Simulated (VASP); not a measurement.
# Ge (Fd-3m) in VASP: a series of runs

Ge is run at these levels: PBE exchange alone, RPBE+D4, LDA, PBE+D3(BJ), PBEsol; tasks: single point.

Everything below comes from runs of VASP 6.6.1. Logs are shortened: lines on timing, memory, paths and dates and some standing lists are left out, and cuts for length are marked.

**Measured values to compare with.**

From “Electronic and optical properties of SixGe1-x-ySny alloys lattice-matched to Ge”, 2021, arxiv:2109.02782, for a bulk crystal of Ge: band gap 0.807 eV (direct) at 300 K; band gap 0.666 eV (indirect) at 293 K.

How close the calculation comes is told below.

### 1 The cell of the first run

It takes space group Fd-3m (No. 227, cubic). The conventional cell has a = 5.620 Å, b = 5.620 Å, c = 5.620 Å, α = 90.00°, β = 90.00°, γ = 90.00°. Within 3.2 Å of Ge (site symmetry -43m) lie 4 Ge at 2.43 Å.

### 2 Single point, PBE exchange alone

Input file INCAR:

```
SYSTEM = Ge
PREC = Accurate ; ENCUT = 520
EDIFF = 1E-6 ; ISMEAR = -1
SIGMA = 0.05 ; LREAL = .False.
LASPH = .True. ; NELM = 60
ALGO = Normal ; ISIF = 2
LWAVE = .False. ; LCHARG = .True.
GGA = PE ; ALDAC = 0.0
AGGAC = 0.0 ; LELF = .True.
LVHAR = .True. ; NBANDS = 21
```

Input file KPOINTS:

```
regular mesh
0
Gamma
  8 8 8
  0 0 0
```

Input file POSCAR:

```
Ge
1.0
    0.0000000000      2.8099234548      2.8099234548
    2.8099234548      0.0000000000      2.8099234548
    2.8099234548      2.8099234548      0.0000000000
Ge
2
Direct
    0.7500000000      0.7500000000      0.7500000000
    0.5000000000      0.5000000000      0.5000000000
```

Potentials or basis: VASP PAW PBE potentials, release 64 (Ge_d).

The run is started by

```console
$ cat potpaw_PBE.64/Ge_d/POTCAR > POTCAR
$ mpirun -np 1 vasp_std > vasp.out
```

OUTCAR:

```text
SYSTEM = Ge
   PREC = Accurate
   ENCUT = 520
   EDIFF = 1E-6
   ISMEAR = -1
   LREAL = .False.
   LASPH = .True.
   NELM = 60
   ISIF = 2
   GGA = PE

 ion  position               nearest neighbor table
   1  0.750  0.750  0.750-   2 2.43   2 2.43   2 2.43   2 2.43
   2  0.500  0.500  0.500-   1 2.43   1 2.43   1 2.43   1 2.43

  LATTYP: Found a face centered cubic cell.
 ALAT       =     5.6198469096

  Lattice vectors:

 A1 = (   0.0000000000,   2.8099234548,   2.8099234548)
 A2 = (   2.8099234548,   0.0000000000,   2.8099234548)
 A3 = (   2.8099234548,   2.8099234548,   0.0000000000)

Analysis of symmetry for initial positions (statically):
=====================================================================
 Subroutine PRICEL returns:
 Original cell was already a primitive cell.

 Routine SETGRP: Setting up the symmetry group for a
 face centered cubic supercell.

 Subroutine GETGRP returns: Found 48 space group operations
 (whereof 24 operations were pure point group operations)
 out of a pool of 48 trial point group operations.

The static configuration has the point symmetry T_d .
 The point group associated with its full space group is O_h .

Analysis of symmetry for dynamics (positions and initial velocities):
=====================================================================
 Subroutine PRICEL returns:
 Original cell was already a primitive cell.

 Routine SETGRP: Setting up the symmetry group for a
 face centered cubic supercell.

 Subroutine GETGRP returns: Found 48 space group operations
 (whereof 24 operations were pure point group operations)
 out of a pool of 48 trial point group operations.

The dynamic configuration has the point symmetry T_d .
 The point group associated with its full space group is O_h .

 Subroutine INISYM returns: Found 48 space group operations
 (whereof 24 operations are pure point group operations),
 and found     1 'primitive' translations

----------------------------------------------------------------------------------------

                                     Primitive cell

  volume of cell :      44.3725

  direct lattice vectors                    reciprocal lattice vectors
     0.000000000  2.809923455  2.809923455    -0.177940790  0.177940790  0.177940790
     2.809923455  0.000000000  2.809923455     0.177940790 -0.177940790  0.177940790
     2.809923455  2.809923455  0.000000000     0.177940790  0.177940790 -0.177940790

  length of vectors
     3.973831859  3.973831859  3.973831859     0.308202489  0.308202489  0.308202489

  position of ions in fractional coordinates (direct lattice)
     0.750000000  0.750000000  0.750000000
     0.500000000  0.500000000  0.500000000

  ion indices of the primitive-cell ions
   primitive index   ion index
                 1           1
                 2           2

----------------------------------------------------------------------------------------

 KPOINTS: regular mesh

Automatic generation of k-mesh.
 Grid dimensions read from file:
 generate k-points for:    8    8    8

 Generating k-lattice:

  Cartesian coordinates                     Fractional coordinates (reciprocal lattice)
    -0.022242599  0.022242599  0.022242599     0.125000000  0.000000000  0.000000000
     0.022242599 -0.022242599  0.022242599     0.000000000  0.125000000  0.000000000
     0.022242599  0.022242599 -0.022242599     0.000000000  0.000000000  0.125000000

  Length of vectors
     0.038525311  0.038525311  0.038525311

  Shift w.r.t. Gamma in fractional coordinates (k-lattice)
     0.000000000  0.000000000  0.000000000

 Subroutine IBZKPT returns following result:
 ===========================================

 Found     29 irreducible k-points:

 Following reciprocal coordinates:
            Coordinates               Weight
  0.000000  0.000000  0.000000      1.000000
  0.125000  0.000000  0.000000      8.000000
  0.250000  0.000000  0.000000      8.000000
  0.375000  0.000000  0.000000      8.000000
  0.500000  0.000000  0.000000      4.000000
  0.125000  0.125000  0.000000      6.000000
[... 16 lines left out ...]
  0.500000  0.250000  0.125000     48.000000
 -0.375000  0.250000  0.125000     24.000000
 [... further k-points ...]
   k-points           NKPTS =     29   k-points in BZ     NKDIM =     29   number of bands    NBANDS=     21
   number of dos      NEDOS =    301   number of ions     NIONS =      2
   total plane-waves  NPLWV =  27000
   dimension x,y,z NGX =    30 NGY =   30 NGZ =   30
   dimension x,y,z NGXF=    60 NGYF=   60 NGZF=   60
   ions per type =               2
   NGX,Y,Z   is equivalent  to a cutoff of  12.55, 12.55, 12.55 a.u.
   NGXF,Y,Z  is equivalent  to a cutoff of  25.10, 25.10, 25.10 a.u.
 SYSTEM =  Ge
   PREC   = accura    normal or accurate (medium, high low for compatibility)
   ISTART =      0    job   : 0-new  1-cont  2-samecut
   ICHARG =      2    charge: 1-file 2-atom 10-const
   ISPIN  =      1    spin polarized calculation?
   LNONCOLLINEAR =      F non collinear calculations
   LSORBIT =      F    spin-orbit coupling
   LASPH  =      T    aspherical Exc in radial PAW
   ENCUT  =  520.0 eV  38.22 Ry    6.18 a.u.   7.39  7.39  7.39*2*pi/ulx,y,z
   NELM   =     60;   NELMIN=  2; NELMDL= -5     # of ELM steps
   EDIFF  = 0.1E-05   stopping-criterion for ELM
   LREAL  =      F    real-space projection
   EDIFFG = 0.1E-04   stopping-criterion for IOM
   NSW    =      0    number of steps for IOM
   IBRION =     -1    ionic relax: 0-MD 1-quasi-New 2-CG
   NFREE  =      0    steps in history (QN), initial steepest desc. (CG)
   ISIF   =      2    stress and relaxation
   ISYM   =      2    0-nonsym 1-usesym 2-fastsym
   POTIM  = 0.5000    time-step for ionic-motion
   TEBEG  =    0.0;   TEEND  =   0.0 temperature during run
   PSTRESS=    0.0 pullay stress
   NELECT =      28.0000    total number of electrons
   NUPDOWN=      -1.0000    fix difference up-down
   EMIN   =  10.00;   EMAX   =-10.00  energy-range for DOS
   EFERMI =   0.00;   METHOD = LEGACY
   ISMEAR =    -1;   SIGMA  =   0.05  broadening in eV -4-tet -1-fermi 0-gaus
   EFERMI_NEDOS =   21; number of points for ismear=-14 and -15
   IALGO  =     38    algorithm
   IMIX   =      4    mixing-type and parameters
     AMIX     =   0.40;   BMIX     =  1.00
     AMIX_MAG =   1.60;   BMIX_MAG =  1.00
  volume/ion in A,a.u.               =      22.19       149.72
  Fermi-wavevector in a.u.,A,eV,Ry     =   1.404181  2.653517 26.826929  1.971724
  Thomas-Fermi vector in A             =   2.526768
   LORBIT       =      0    0 simple, 1 ext, 2 COOP (PROOUT), +10 PAW based schemes
   GGA     = PE    functional components
   LHFCALC =     F    Hartree Fock is set to
   AEXX    =    0.0000 exact exchange contribution
   IVDW    =     0    specifies the selected vdW correction
   LEPSILON=     F    determine dielectric tensor
   LRPA    =     F    only Hartree local field effects (RPA)
 non-spin polarized calculation
  energy-cutoff  :      520.00
  volume of cell :       44.37
 maximum number of plane-waves:      1243
 NGX is ok and might be reduce to    30
   NGX = 15   NGY = 15   NGZ = 15

 number of electron      28.0000032 magnetization

 Free energy of the ion-electron system (eV)
  ---------------------------------------------------
  ext. energy  EPLUGINS =         0.00000000
  ---------------------------------------------------
  free energy    TOTEN  =        -5.88218574 eV

  energy without entropy =       -5.88162806  energy(sigma->0) =       -5.88190690

 E-fermi :   6.7624     XC(G=0):  -8.3769

 val. band max:        6.6921940002   @ k =   0.0000   0.0000   0.0000
 cond. band min:       6.7685548959   @ k =   0.0000   0.0000   0.0000
 fundamental gap:      0.0763608958
 Fermi energy:         6.7624415399

 k-point     1 :       0.0000    0.0000    0.0000
  band No.  band energies     occupation
      1     -17.9125      2.00000
      2     -17.9125      2.00000
      3     -17.9125      2.00000
      4     -17.8741      2.00000
      5     -17.8741      2.00000
      6     -17.6484      2.00000
[... 13 lines left out ...]
     20      16.3262      0.00000
     21      16.3262      0.00000

 k-point     2 :       0.1250    0.0000    0.0000
  band No.  band energies     occupation
      1     -17.9213      2.00000
      2     -17.9213      2.00000
      3     -17.9099      2.00000
      4     -17.8617      2.00000
      5     -17.8617      2.00000
      6     -17.6602      2.00000
[... 13 lines left out ...]
     20      15.4448      0.00000
     21      15.4448      0.00000

 k-point     3 :       0.2500    0.0000    0.0000
  band No.  band energies     occupation
      1     -17.9321      2.00000
      2     -17.9321      2.00000
      3     -17.9034      2.00000
      4     -17.8432      2.00000
      5     -17.8431      2.00000
      6     -17.6744      2.00000
[... 13 lines left out ...]
     20      15.1991      0.00000
     21      15.1992      0.00000

 k-point     4 :       0.3750    0.0000    0.0000
  band No.  band energies     occupation
      1     -17.9374      2.00000
      2     -17.9374      2.00000
      3     -17.8969      2.00000
      4     -17.8320      2.00000
      5     -17.8320      2.00000
      6     -17.6816      2.00000
[... 13 lines left out ...]
     20      16.3813      0.00000
     21      16.3813      0.00000

 k-point     5 :       0.5000    0.0000    0.0000
  band No.  band energies     occupation
      1     -17.9387      2.00000
      2     -17.9387      2.00000
      3     -17.8941      2.00000
      4     -17.8290      2.00000
      5     -17.8290      2.00000
      6     -17.6831      2.00000
[... 13 lines left out ...]
     20      17.9908      0.00000
     21      18.1224      0.00000

 k-point     6 :       0.1250    0.1250    0.0000
  band No.  band energies     occupation
      1     -17.9210      2.00000
      2     -17.9186      2.00000
      3     -17.9186      2.00000
      4     -17.8644      2.00000
      5     -17.8484      2.00000
      6     -17.6847      2.00000
[... 13 lines left out ...]
     20      14.6863      0.00000
     21      16.5939      0.00000

 k-point     7 :       0.2500    0.1250    0.0000
  band No.  band energies     occupation
      1     -17.9354      2.00000
      2     -17.9273      2.00000
      3     -17.9095      2.00000
      4     -17.8492      2.00000
      5     -17.8268      2.00000
      6     -17.7067      2.00000
[... 13 lines left out ...]
     20      15.9599      0.00000
     21      16.4023      0.00000
[... 291 lines left out ...]
      1     -17.9673      2.00000
      2     -17.9499      2.00000
      3     -17.8556      2.00000
      4     -17.7920      2.00000
      5     -17.7624      2.00000
      6     -17.7485      2.00000
[... 13 lines left out ...]
     20      16.7215      0.00000
     21      20.5836      0.00000

 k-point    21 :       0.5000    0.5000    0.0000
  band No.  band energies     occupation
      1     -17.9486      2.00000
      2     -17.9486      2.00000
      3     -17.8583      2.00000
      4     -17.8583      2.00000
      5     -17.7496      2.00000
      6     -17.7496      2.00000
[... 13 lines left out ...]
     20      18.5871      0.00000
     21      19.7913      0.00000

 k-point    22 :       0.3750    0.2500    0.1250
  band No.  band energies     occupation
      1     -17.9435      2.00000
      2     -17.9405      2.00000
      3     -17.8949      2.00000
      4     -17.8349      2.00000
      5     -17.8039      2.00000
      6     -17.7301      2.00000
[... 13 lines left out ...]
     20      17.1329      0.00000
     21      17.3061      0.00000

 k-point    23 :       0.5000    0.2500    0.1250
  band No.  band energies     occupation
      1     -17.9561      2.00000
      2     -17.9475      2.00000
      3     -17.8717      2.00000
      4     -17.8189      2.00000
      5     -17.7903      2.00000
      6     -17.7392      2.00000
[... 13 lines left out ...]
     20      16.6216      0.00000
     21      18.5228      0.00000

 k-point    24 :      -0.3750    0.2500    0.1250
  band No.  band energies     occupation
      1     -17.9617      2.00000
      2     -17.9490      2.00000
      3     -17.8613      2.00000
      4     -17.8070      2.00000
      5     -17.7920      2.00000
      6     -17.7336      2.00000
[... 13 lines left out ...]
     20      17.9555      0.00000
     21      18.4072      0.00000

 [... further k-points ...]

------------------------ aborting loop because EDIFF is reached ----------------------------------------

  FORCE on cell =-STRESS in cart. coord.  units (eV):
  Direction    XX          YY          ZZ          XY          YZ          ZX
  --------------------------------------------------------------------------------------
  -------------------------------------------------------------------------------------
  Total        4.2913628      4.2913628      4.2913628      0.0000000      0.0000000      0.0000000
  in kB      154.9502750    154.9502750    154.9502750      0.0000000      0.0000000      0.0000000
  external PRESSURE =     154.9502750 kB  Pullay stress =       0.0000000 kB

 VOLUME and BASIS-vectors are now :
 -----------------------------------------------------------------------------
  energy-cutoff  :      520.00
  volume of cell :       44.37
      direct lattice vectors                 reciprocal lattice vectors
     0.000000000  2.809923455  2.809923455    -0.177940790  0.177940790  0.177940790
     2.809923455  0.000000000  2.809923455     0.177940790 -0.177940790  0.177940790
     2.809923455  2.809923455  0.000000000     0.177940790  0.177940790 -0.177940790

 POSITION                                       TOTAL-FORCE (eV/Angst)
 -----------------------------------------------------------------------------------
      4.21489      4.21489      4.21489         0.000000      0.000000      0.000000
      2.80992      2.80992      2.80992        -0.000000     -0.000000     -0.000000
 -----------------------------------------------------------------------------------
    total drift:                                0.000000     -0.000000      0.000000

  FREE ENERGIE OF THE ION-ELECTRON SYSTEM (eV)
  ---------------------------------------------------
  free  energy   TOTEN  =        -5.8821857444 eV

  energy  without entropy=       -5.8816280609  energy(sigma->0) =       -5.88190690
```

Wall time 23 s (1 thread of Intel Xeon Platinum 8488C (Sapphire Rapids), shared host); peak memory 0.17 GiB.

What came out:

```yaml
Free_energy: -5.8822 eV
Pressure: 15.5 GPa
Band_gap_on_the_k_mesh: 0.08 eV, direct
```

A k mesh can miss the band edges.

[end of part 1 of 3]
